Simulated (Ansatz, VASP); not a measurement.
**Two plane-wave programs on Au**

INCAR

```
SYSTEM = Au
PREC = Accurate ; ENCUT = 520
EDIFF = 1E-6 ; ISMEAR = 0
SIGMA = 0.15 ; LREAL = .False.
LASPH = .True. ; NELM = 100
ALGO = Fast ; ISIF = 2
LWAVE = .False. ; LCHARG = .False.
GGA = PS ; NBANDS = 18
```

KPOINTS

```
Automatic mesh
0
Gamma
  24 24 12
  0 0 0
```

POSCAR

```
Au
1.0
    1.4100150311     -2.5610506531      0.0000000000
    1.4100150311      2.5610506531      0.0000000000
    0.0000000000      0.0000000000      4.8006775662
Au
2
Direct
    0.6638639510      0.3361360490      0.2500000000
    0.3361360490      0.6638639510      0.7500000000
```

Input for Ansatz:

```yaml
crystal:
  lattice:
    - [1.4100150311, -2.5610506531, 0.0]
    - [1.4100150311, 2.5610506531, 0.0]
    - [0.0, 0.0, 4.8006775662]
  atoms:
    - { symbol: Au, position: [0.663863951, 0.336136049, 0.25] }
    - { symbol: Au, position: [0.336136049, 0.663863951, 0.75] }
basis:
  ecutwfc: 420
kpoints:
  mp_grid: { grid: [24, 24, 12] }
hamiltonian:
  xc: pbesol
scf:
  occupations: { method: gaussian, width: 0.15 }
output:
  forces: true
  stress: true
  eigenvalues: true
  write_density: true
  write_potential: true
  elf: true
  volumetric_format: npy
```

Change from the starting cell: strain +0.0175 x Voigt [0, 1, 0, 0, 0, 0], atoms carried along.

Alike in both runs: task single point; functional PBEsol; k mesh 24 × 24 × 12; occupations gaussian, width 0.15 eV; no spin polarisation.

|  | VASP | Ansatz |
| --- | --- | --- |
| version | VASP 6.6.1 | Ansatz 0.2.0 |
| potentials or method | VASP PAW PBE potentials, release 64 (Au), cutoff 520 eV | scalar-relativistic, plane waves, PAW |
| valence electrons in the cell | 22 | 38 |

|  | VASP | Ansatz | Ansatz less VASP |
| --- | --- | --- | --- |
| gap on the k mesh at the Fermi level (eV) | none | none | - |
| pressure (GPa) | -3.0 | -2.8 | +0.20 |
| traceless stress, the component that is largest in VASP (GPa) | -1.32 | -1.33 | -0.013 |
| rms of the force components (eV/Å) | 0.010 | 0.010 | 0.0000 |

VASP's potentials were made for PBE, not for PBEsol. Atom by atom the forces differ by 0.000 eV/Å (rms over components). A gap of «none» marks a metal or a gap that the smearing closes. With one functional, cell and mesh, what is left measures potentials, basis and numerics. VASP's potentials hold 22 valence electrons a cell and Ansatz's 38, so a difference there can come from the potentials and not from the codes.

Spin-orbit coupling is off throughout.
